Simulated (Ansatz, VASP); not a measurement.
**BaO: VASP beside Ansatz**

```
Ba O
1.0
     0.00000    2.70338    2.70338
     2.70338    0.00000    2.70338
     2.70338    2.70338    0.00000
Ba O
1 1
Direct
  0.00000 0.00000 0.00000
  0.50000 0.50000 0.50000
```

Change from the starting cell: volume scaled by 0.95, crystal datasets.

Alike in both runs: task electric field gradients; functional PBE; k mesh 9 × 9 × 9; occupations fermi-dirac, width 0.02 eV; no spin polarisation.

|  | VASP | Ansatz |
| --- | --- | --- |
| version | VASP 6.6.1 | Ansatz 0.2.0 |
| potentials or method | VASP PAW PBE potentials, release 64 (Ba_sv, O), cutoff 520 eV | all-electron PAW with datasets made for the crystal, scalar-relativistic |

```csv
,VASP,Ansatz,Ansatz less VASP
gap on the k mesh at the Fermi level (eV),1.79,1.86,+0.074
pressure (GPa),10.1,7.8,-2.28
```

Ansatz ran all-electron here, and VASP with PAW potentials.

Spin-orbit coupling is off throughout.
